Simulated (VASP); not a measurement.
# NaCl (Fm-3m) in VASP: further runs

The runs below take NaCl through single point, with PBE, r2SCAN.

Everything below comes from runs of VASP 6.6.1. Logs are shortened: lines on timing, memory, paths and dates and some standing lists are left out, and cuts for length are marked.

## (1) The cell of the first run

Symmetry: Fm-3m, No. 225, cubic system. The conventional cell has a = 5.786 Å, b = 5.786 Å, c = 5.786 Å, α = 90.00°, β = 90.00°, γ = 90.00°. Within 3.8 Å of Na (site symmetry m-3m) lie 6 Cl at 2.89 Å. Within 3.8 Å of Cl (site symmetry m-3m) lie 6 Na at 2.89 Å.

## (2) Single point, PBE

Contents of INCAR:

```
PREC = Accurate
ENCUT = 520
EDIFF = 1E-7
ISMEAR = 1
SIGMA = 0.0138
LREAL = F
LASPH = T
NELM = 100
ALGO = Normal
ISIF = 2
LWAVE = F
LCHARG = F
GGA = PE
NBANDS = 14
```

Contents of KPOINTS:

```
Automatic mesh
0
Gamma
  5 5 5
```

Contents of POSCAR:

```
NaCl
1.0
    0.0000000000      2.8928830000      2.8928830000
    2.8928830000      0.0000000000      2.8928830000
    2.8928830000      2.8928830000      0.0000000000
Na Cl
1 1
Direct
    0.0000000000      0.0000000000      0.0000000000
    0.5000000000      0.5000000000      0.5000000000
```

Potentials or basis: VASP PAW PBE potentials, release 64 (Na_pv, Cl).

Run with:

```console
> cat potpaw_PBE.64/Na_pv/POTCAR potpaw_PBE.64/Cl/POTCAR > POTCAR
> mpirun -np 1 vasp_std > vasp.out
```

OUTCAR:

```text
PREC = Accurate
   ENCUT = 520
   EDIFF = 1E-7
   ISMEAR = 1
   LREAL = F
   LASPH = T
   NELM = 100
   ISIF = 2
   GGA = PE

 ion  position               nearest neighbor table
   1  0.000  0.000  0.000-
   2  0.500  0.500  0.500-

  LATTYP: Found a face centered cubic cell.
 ALAT       =     5.7857660000

  Lattice vectors:

 A1 = (   0.0000000000,   2.8928830000,   2.8928830000)
 A2 = (   2.8928830000,   0.0000000000,   2.8928830000)
 A3 = (   2.8928830000,   2.8928830000,   0.0000000000)

Analysis of symmetry for initial positions (statically):
=====================================================================
 Subroutine PRICEL returns:
 Original cell was already a primitive cell.

 Routine SETGRP: Setting up the symmetry group for a
 face centered cubic supercell.

 Subroutine GETGRP returns: Found 48 space group operations
 (whereof 48 operations were pure point group operations)
 out of a pool of 48 trial point group operations.

The static configuration has the point symmetry O_h .

Analysis of symmetry for dynamics (positions and initial velocities):
=====================================================================
 Subroutine PRICEL returns:
 Original cell was already a primitive cell.

 Routine SETGRP: Setting up the symmetry group for a
 face centered cubic supercell.

 Subroutine GETGRP returns: Found 48 space group operations
 (whereof 48 operations were pure point group operations)
 out of a pool of 48 trial point group operations.

The dynamic configuration has the point symmetry O_h .

 Subroutine INISYM returns: Found 48 space group operations
 (whereof 48 operations are pure point group operations),
 and found     1 'primitive' translations

----------------------------------------------------------------------------------------

                                     Primitive cell

  volume of cell :      48.4198

  direct lattice vectors                    reciprocal lattice vectors
     0.000000000  2.892883000  2.892883000    -0.172837961  0.172837961  0.172837961
     2.892883000  0.000000000  2.892883000     0.172837961 -0.172837961  0.172837961
     2.892883000  2.892883000  0.000000000     0.172837961  0.172837961 -0.172837961

  length of vectors
     4.091154373  4.091154373  4.091154373     0.299364130  0.299364130  0.299364130

  position of ions in fractional coordinates (direct lattice)
     0.000000000  0.000000000  0.000000000
     0.500000000  0.500000000  0.500000000

  ion indices of the primitive-cell ions
   primitive index   ion index
                 1           1
                 2           2

----------------------------------------------------------------------------------------

 KPOINTS: Automatic mesh

Automatic generation of k-mesh.
 Grid dimensions read from file:
 generate k-points for:    5    5    5

 Generating k-lattice:

  Cartesian coordinates                     Fractional coordinates (reciprocal lattice)
    -0.034567592  0.034567592  0.034567592     0.200000000  0.000000000  0.000000000
     0.034567592 -0.034567592  0.034567592     0.000000000  0.200000000  0.000000000
     0.034567592  0.034567592 -0.034567592     0.000000000  0.000000000  0.200000000

  Length of vectors
     0.059872826  0.059872826  0.059872826

  Shift w.r.t. Gamma in fractional coordinates (k-lattice)
     0.000000000  0.000000000  0.000000000

 Subroutine IBZKPT returns following result:
 ===========================================

 Found     10 irreducible k-points:

 Following reciprocal coordinates:
            Coordinates               Weight
  0.000000  0.000000  0.000000      1.000000
  0.200000  0.000000  0.000000      8.000000
  0.400000  0.000000  0.000000      8.000000
  0.200000  0.200000  0.000000      6.000000
  0.400000  0.200000  0.000000     24.000000
 -0.400000  0.200000  0.000000     24.000000
 -0.200000  0.200000  0.000000     12.000000
  0.400000  0.400000  0.000000      6.000000
 -0.400000  0.400000  0.000000     12.000000
 -0.400000  0.400000  0.200000     24.000000
   k-points           NKPTS =     10   k-points in BZ     NKDIM =     10   number of bands    NBANDS=     14
   number of dos      NEDOS =    301   number of ions     NIONS =      2
   total plane-waves  NPLWV =  27000
   dimension x,y,z NGX =    30 NGY =   30 NGZ =   30
   dimension x,y,z NGXF=    60 NGYF=   60 NGZF=   60
   ions per type =               1   1
   NGX,Y,Z   is equivalent  to a cutoff of  12.19, 12.19, 12.19 a.u.
   NGXF,Y,Z  is equivalent  to a cutoff of  24.38, 24.38, 24.38 a.u.
 SYSTEM =  unknown system
   PREC   = accura    normal or accurate (medium, high low for compatibility)
   ISTART =      0    job   : 0-new  1-cont  2-samecut
   ICHARG =      2    charge: 1-file 2-atom 10-const
   ISPIN  =      1    spin polarized calculation?
   LNONCOLLINEAR =      F non collinear calculations
   LSORBIT =      F    spin-orbit coupling
   LASPH  =      T    aspherical Exc in radial PAW
   ENCUT  =  520.0 eV  38.22 Ry    6.18 a.u.   7.61  7.61  7.61*2*pi/ulx,y,z
   NELM   =    100;   NELMIN=  2; NELMDL= -5     # of ELM steps
   EDIFF  = 0.1E-06   stopping-criterion for ELM
   LREAL  =      F    real-space projection
   EDIFFG = 0.1E-05   stopping-criterion for IOM
   NSW    =      0    number of steps for IOM
   IBRION =     -1    ionic relax: 0-MD 1-quasi-New 2-CG
   NFREE  =      0    steps in history (QN), initial steepest desc. (CG)
   ISIF   =      2    stress and relaxation
   ISYM   =      2    0-nonsym 1-usesym 2-fastsym
   POTIM  = 0.5000    time-step for ionic-motion
   TEBEG  =    0.0;   TEEND  =   0.0 temperature during run
   PSTRESS=    0.0 pullay stress
   NELECT =      14.0000    total number of electrons
   NUPDOWN=      -1.0000    fix difference up-down
   EMIN   =  10.00;   EMAX   =-10.00  energy-range for DOS
   EFERMI =   0.00;   METHOD = LEGACY
   ISMEAR =     1;   SIGMA  =   0.01  broadening in eV -4-tet -1-fermi 0-gaus
   EFERMI_NEDOS =   21; number of points for ismear=-14 and -15
   IALGO  =     38    algorithm
   IMIX   =      4    mixing-type and parameters
     AMIX     =   0.40;   BMIX     =  1.00
     AMIX_MAG =   1.60;   BMIX_MAG =  1.00
  volume/ion in A,a.u.               =      24.21       163.38
  Fermi-wavevector in a.u.,A,eV,Ry     =   1.082538  2.045701 15.944523  1.171889
  Thomas-Fermi vector in A             =   2.218582
   LORBIT       =      0    0 simple, 1 ext, 2 COOP (PROOUT), +10 PAW based schemes
   GGA     = PE    functional components
   LHFCALC =     F    Hartree Fock is set to
   AEXX    =    0.0000 exact exchange contribution
   IVDW    =     0    specifies the selected vdW correction
   LEPSILON=     F    determine dielectric tensor
   LRPA    =     F    only Hartree local field effects (RPA)
 non-spin polarized calculation
 Methfessel and Paxton  Order N= 1 SIGMA  =   0.01
  energy-cutoff  :      520.00
  volume of cell :       48.42
 maximum number of plane-waves:      1326
   NGX = 15   NGY = 15   NGZ = 15

 number of electron      13.9999997 magnetization

 Free energy of the ion-electron system (eV)
  ---------------------------------------------------
  ext. energy  EPLUGINS =         0.00000000
  ---------------------------------------------------
  free energy    TOTEN  =        -6.77076570 eV

  energy without entropy =       -6.77076570  energy(sigma->0) =       -6.77076570

 E-fermi :  -1.0739     XC(G=0):  -7.8440

 val. band max:       -1.1499493108   @ k =   0.0000   0.0000   0.0000
 cond. band min:       3.6770656955   @ k =   0.0000   0.0000   0.0000
 fundamental gap:      4.8270150063
 Fermi energy:        -1.0739055738

 k-point     1 :       0.0000    0.0000    0.0000
  band No.  band energies     occupation
      1     -22.1279      2.00000
      2     -22.1279      2.00000
      3     -22.1279      2.00000
      4     -13.6489      2.00000
      5      -1.1499      2.00000
      6      -1.1499      2.00000
      7      -1.1499      2.00000
      8       3.6771      0.00000
      9       9.8811      0.00000
     10       9.8811      0.00000
     11       9.8811      0.00000
     12      11.9456      0.00000
     13      11.9456      0.00000
     14      13.4268      0.00000

 k-point     2 :       0.2000    0.0000    0.0000
  band No.  band energies     occupation
      1     -22.1349      2.00000
      2     -22.1285      2.00000
      3     -22.1285      2.00000
      4     -13.5597      2.00000
      5      -1.8585      2.00000
      6      -1.2303      2.00000
      7      -1.2303      2.00000
      8       4.7085      0.00000
      9       8.8802      0.00000
     10      10.1429      0.00000
     11      10.1429      0.00000
     12      11.6155      0.00000
     13      11.6155      0.00000
     14      14.1123      0.00000

 k-point     3 :       0.4000    0.0000    0.0000
  band No.  band energies     occupation
      1     -22.1461      2.00000
      2     -22.1294      2.00000
      3     -22.1294      2.00000
      4     -13.4090      2.00000
      5      -2.7256      2.00000
      6      -1.3539      2.00000
      7      -1.3539      2.00000
      8       5.8773      0.00000
      9       8.7050      0.00000
     10       9.7204      0.00000
     11       9.7204      0.00000
     12      13.3629      0.00000
     13      13.4708      0.00000
     14      13.4708      0.00000
[... 86 lines left out ...]
 k-point     9 :      -0.4000    0.4000    0.0000
  band No.  band energies     occupation
      1     -22.1406      2.00000
      2     -22.1370      2.00000
      3     -22.1327      2.00000
      4     -13.3342      2.00000
      5      -2.4668      2.00000
      6      -2.0002      2.00000
      7      -1.6139      2.00000
      8       6.6855      0.00000
      9       7.4816      0.00000
     10       9.2173      0.00000
     11      11.5866      0.00000
     12      11.9901      0.00000
     13      14.5259      0.00000
     14      15.7432      0.00000

 k-point    10 :      -0.4000    0.4000    0.2000
  band No.  band energies     occupation
      1     -22.1408      2.00000
      2     -22.1360      2.00000
      3     -22.1328      2.00000
      4     -13.3447      2.00000
      5      -2.4049      2.00000
      6      -1.9852      2.00000
      7      -1.6558      2.00000
      8       7.2890      0.00000
      9       8.0059      0.00000
     10       8.2297      0.00000
     11      10.5433      0.00000
     12      12.9738      0.00000
     13      13.6847      0.00000
     14      15.4574      0.00000

------------------------ aborting loop because EDIFF is reached ----------------------------------------

  FORCE on cell =-STRESS in cart. coord.  units (eV):
  Direction    XX          YY          ZZ          XY          YZ          ZX
  --------------------------------------------------------------------------------------
  -------------------------------------------------------------------------------------
  Total       -0.3108307     -0.3108307     -0.3108307      0.0000000      0.0000000      0.0000000
  in kB      -10.2851797    -10.2851797    -10.2851797      0.0000000      0.0000000      0.0000000
  external PRESSURE =     -10.2851797 kB  Pullay stress =       0.0000000 kB

 VOLUME and BASIS-vectors are now :
 -----------------------------------------------------------------------------
  energy-cutoff  :      520.00
  volume of cell :       48.42
      direct lattice vectors                 reciprocal lattice vectors
     0.000000000  2.892883000  2.892883000    -0.172837961  0.172837961  0.172837961
     2.892883000  0.000000000  2.892883000     0.172837961 -0.172837961  0.172837961
     2.892883000  2.892883000  0.000000000     0.172837961  0.172837961 -0.172837961

 POSITION                                       TOTAL-FORCE (eV/Angst)
 -----------------------------------------------------------------------------------
      0.00000      0.00000      0.00000         0.000000      0.000000      0.000000
      2.89288      2.89288      2.89288        -0.000000     -0.000000     -0.000000
 -----------------------------------------------------------------------------------
    total drift:                               -0.000000      0.000000      0.000000

  FREE ENERGIE OF THE ION-ELECTRON SYSTEM (eV)
  ---------------------------------------------------
  free  energy   TOTEN  =        -6.7707656991 eV

  energy  without entropy=       -6.7707656991  energy(sigma->0) =       -6.77076570
```

Wall time 16 s (1 thread of AMD EPYC 7R13, shared host); peak memory 0.13 GiB.

Results:

- Free energy: -6.7708 eV
- Pressure: -1.0 GPa
- Band gap on the k mesh: 4.83 eV, direct

Levels at points of the mesh, in eV from the valence-band top:
```tsv
k point	band 3	band 4	band 5	band 6	band 7	band 8	band 9	band 10	band 11	band 12
(0.00, 0.00, 0.00)	-20.98	-12.50	0.00	0.00	0.00	4.83	11.03	11.03	11.03	13.10
```

## (3) Single point, r2SCAN

POSCAR is that of step 2.

Contents of INCAR.step1:

```
PREC = Accurate
ENCUT = 520
ISMEAR = 1
SIGMA = 0.0138
LREAL = False
LASPH = True
NELM = 80
NBANDS = 14
GGA = PE
ALGO = Normal
EDIFF = 1E-4
LWAVE = True
LCHARG = False
```

Contents of INCAR.step2:

```
PREC = Accurate
ENCUT = 520
EDIFF = 1E-7
ISMEAR = 1
SIGMA = 0.0138
LREAL = False
LASPH = True
NELM = 80
ALGO = Normal
ISIF = 2
LWAVE = False
LCHARG = False
METAGGA = R2SCAN
LMIXTAU = True
NBANDS = 14
ISTART = 1
```

KPOINTS is that of step 2.

Potentials or basis: VASP PAW PBE potentials, release 64 (Na_pv, Cl).

Run with:

```console
> cat potpaw_PBE.64/Na_pv/POTCAR potpaw_PBE.64/Cl/POTCAR > POTCAR
> cp INCAR.step1 INCAR
> mpirun -np 1 vasp_std > vasp.out
> cp INCAR.step2 INCAR
> mpirun -np 1 vasp_std > vasp.out
```

OUTCAR:

```text
PREC = Accurate
   ENCUT = 520
   EDIFF = 1E-7
   ISMEAR = 1
   LREAL = False
   LASPH = True
   NELM = 80
   ISIF = 2
   METAGGA = R2SCAN
   ISTART = 1

 ion  position               nearest neighbor table
   1  0.000  0.000  0.000-
   2  0.500  0.500  0.500-

  LATTYP: Found a face centered cubic cell.
 ALAT       =     5.7857660000

  Lattice vectors:

 A1 = (   0.0000000000,   2.8928830000,   2.8928830000)
 A2 = (   2.8928830000,   0.0000000000,   2.8928830000)
 A3 = (   2.8928830000,   2.8928830000,   0.0000000000)

Analysis of symmetry for initial positions (statically):
=====================================================================
 Subroutine PRICEL returns:
 Original cell was already a primitive cell.

 Routine SETGRP: Setting up the symmetry group for a
 face centered cubic supercell.

 Subroutine GETGRP returns: Found 48 space group operations
 (whereof 48 operations were pure point group operations)
 out of a pool of 48 trial point group operations.

The static configuration has the point symmetry O_h .

Analysis of symmetry for dynamics (positions and initial velocities):
=====================================================================
 Subroutine PRICEL returns:
 Original cell was already a primitive cell.

 Routine SETGRP: Setting up the symmetry group for a
 face centered cubic supercell.

 Subroutine GETGRP returns: Found 48 space group operations
 (whereof 48 operations were pure point group operations)
 out of a pool of 48 trial point group operations.

The dynamic configuration has the point symmetry O_h .

 Subroutine INISYM returns: Found 48 space group operations
 (whereof 48 operations are pure point group operations),
 and found     1 'primitive' translations

----------------------------------------------------------------------------------------

[... 103 lines left out ...]
   LHFCALC =     F    Hartree Fock is set to
   AEXX    =    0.0000 exact exchange contribution
   IVDW    =     0    specifies the selected vdW correction
   LEPSILON=     F    determine dielectric tensor
   LRPA    =     F    only Hartree local field effects (RPA)
 non-spin polarized calculation
 Methfessel and Paxton  Order N= 1 SIGMA  =   0.01
  energy-cutoff  :      520.00
  volume of cell :       48.42
 maximum number of plane-waves:      1326
   NGX = 15   NGY = 15   NGZ = 15

 number of electron      13.9999997 magnetization

 Free energy of the ion-electron system (eV)
  ---------------------------------------------------
  ext. energy  EPLUGINS =         0.00000000
  ---------------------------------------------------
  free energy    TOTEN  =       -13.75389204 eV

  energy without entropy =      -13.75391124  energy(sigma->0) =      -13.75389844

 E-fermi :  -1.5672     XC(G=0):  -8.2908

 val. band max:       -1.5788516897   @ k =   0.0000   0.0000   0.0000
 cond. band min:       4.0426063955   @ k =   0.0000   0.0000   0.0000
 fundamental gap:      5.6214580852
 Fermi energy:        -1.5672352136

 k-point     1 :       0.0000    0.0000    0.0000
  band No.  band energies     occupation
      1     -23.2515      2.00000
      2     -23.2513      2.00000
      3     -23.2513      2.00000
      4     -14.6389      2.00000
      5      -1.5789      2.00010
      6      -1.5789      1.99995
      7      -1.5789      1.99995
      8       4.0426      0.00000
      9      10.0970      0.00000
     10      10.0971      0.00000
     11      10.0971      0.00000
     12      12.2543      0.00000
     13      12.2543      0.00000
     14      13.6727      0.00000
[... 139 lines left out ...]
      1     -23.2637      2.00000
      2     -23.2589      2.00000
      3     -23.2559      2.00000
      4     -14.3295      2.00000
      5      -2.8411      2.00000
      6      -2.4266      2.00000
      7      -2.0916      2.00000
      8       7.7809      0.00000
      9       8.1986      0.00000
     10       8.5576      0.00000
     11      11.0238      0.00000
     12      13.4468      0.00000
     13      14.1302      0.00000
     14      15.9683      0.00000

------------------------ aborting loop because EDIFF is reached ----------------------------------------

  FORCE on cell =-STRESS in cart. coord.  units (eV):
  Direction    XX          YY          ZZ          XY          YZ          ZX
  --------------------------------------------------------------------------------------
  -------------------------------------------------------------------------------------
  Total       -0.7027479     -0.7027479     -0.7027479      0.0000000      0.0000000      0.0000000
  in kB      -23.2534558    -23.2534558    -23.2534558      0.0000000      0.0000000      0.0000000
  external PRESSURE =     -23.2534558 kB  Pullay stress =       0.0000000 kB

 VOLUME and BASIS-vectors are now :
 -----------------------------------------------------------------------------
  energy-cutoff  :      520.00
  volume of cell :       48.42
      direct lattice vectors                 reciprocal lattice vectors
     0.000000000  2.892883000  2.892883000    -0.172837961  0.172837961  0.172837961
     2.892883000  0.000000000  2.892883000     0.172837961 -0.172837961  0.172837961
     2.892883000  2.892883000  0.000000000     0.172837961  0.172837961 -0.172837961

 POSITION                                       TOTAL-FORCE (eV/Angst)
 -----------------------------------------------------------------------------------
      0.00000      0.00000      0.00000         0.000000     -0.000000      0.000000
      2.89288      2.89288      2.89288        -0.000000      0.000000     -0.000000
 -----------------------------------------------------------------------------------
    total drift:                                0.000000      0.000000      0.000000

  FREE ENERGIE OF THE ION-ELECTRON SYSTEM (eV)
  ---------------------------------------------------
  free  energy   TOTEN  =       -13.7538920385 eV

  energy  without entropy=      -13.7539112412  energy(sigma->0) =      -13.75389844
```

Run time: 79 s. Hardware: 1 thread of AMD EPYC 7R13, shared host; peak memory 0.14 GiB.

What came out:

```
Free energy            : -13.7539 eV
Pressure               : -2.3 GPa
Band gap on the k mesh : 5.62 eV, direct
```

Caveat: the PAW data sets were made with another functional, which shifts forces and pressure a little. r2SCAN opens gaps a little over a GGA but as a rule still falls short of measured ones.
